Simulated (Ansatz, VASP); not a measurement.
This is a calculation of CO2 for VASP 6.6.1.

File INCAR:

```
SYSTEM = CO2
PREC = Accurate ; ENCUT = 600
EDIFF = 1E-6 ; ISMEAR = -1
SIGMA = 0.05 ; LREAL = .FALSE.
LASPH = .TRUE. ; NELM = 100
ALGO = Normal ; ISIF = 3
LWAVE = .FALSE. ; LCHARG = .FALSE.
GGA = PS ; IVDW = 12
IBRION = 2 ; NSW = 60
EDIFFG = -0.01
```

KPOINTS

```
regular mesh
0
G
  9 9 9
  0 0 0
```

The input POSCAR:

```
CO2
1.0
   -1.9747270000      1.9747270000      3.0140580000
    1.9747270000     -1.9747270000      3.0140580000
    1.9747270000      1.9747270000     -3.0140580000
O C
4 2
Direct
    0.8750000000      0.9597980000      0.5847980000
    0.3750000000      0.2902020000      0.4152020000
    0.0402020000      0.6250000000      0.9152020000
    0.7097980000      0.1250000000      0.0847980000
    0.0000000000      0.0000000000      0.0000000000
    0.7500000000      0.2500000000      0.5000000000
```

Potentials or basis: VASP PAW PBE potentials, release 64 (O, C).

Launch:

```console
$ cat potpaw_PBE.64/O/POTCAR potpaw_PBE.64/C/POTCAR > POTCAR
$ mpirun -np 1 vasp_std > vasp.out
```

**Question.** Translate it to Ansatz 0.2.0. Potentials there: Ansatz PAW.

**Answer.** As run (the cutoff follows the program's own potentials):

File input.yaml:

```yaml
crystal:
  lattice:
    - [-1.974727, 1.974727, 3.014058]
    - [1.974727, -1.974727, 3.014058]
    - [1.974727, 1.974727, -3.014058]
  atoms:
    - { symbol: O, position: [0.875, 0.959798, 0.584798] }
    - { symbol: O, position: [0.375, 0.290202, 0.415202] }
    - { symbol: O, position: [0.040202, 0.625, 0.915202] }
    - { symbol: O, position: [0.709798, 0.125, 0.084798] }
    - { symbol: C, position: [0.0, 0.0, 0.0] }
    - { symbol: C, position: [0.75, 0.25, 0.5] }
hamiltonian:
  xc: pbesol
  pseudopotentials: { kind: paw }
  dispersion: d3bj
kpoints:
  mp_grid: { grid: [9, 9, 9] }
scf:
  occupations: { method: fermi_dirac, width: 0.05 }
output:
  forces: true
  stress: true
  eigenvalues: true
relax:
  f_tol: 0.01
  max_steps: 40
  cell: { stress_tol: 0.05 }
```

Potentials or basis: Ansatz PAW.

The run is started by

```sh
$ ansatz run input.yaml --threads 2 --pin off --max-ram 5632MiB --backend cpu --events-out ev --progress --plain --runs-dir out
```

Both were run:

|  | VASP | Ansatz | Ansatz less VASP |
| --- | --- | --- | --- |
| gap on the k mesh at the Fermi level, each at its own relaxed structure (eV) | 7.59 | 7.68 | +0.092 |
| relaxed volume (Å³/atom) | 7.53 | 7.52 | -0.013 |
| relaxed length of the cell vector where the two differ most in proportion (Å) | 4.052 | 4.049 | -0.0025 |

VASP's potentials were made for PBE, not for PBEsol.

Noted on Ansatz's run: Pulay correction over one GPa; odd divisions of the mesh miss points on the zone boundary, where band edges often lie, so the gap on the mesh can be too wide; the plane-wave basis is chosen anew once the cell has moved, so the energies of steps on either side of that aren't comparable.
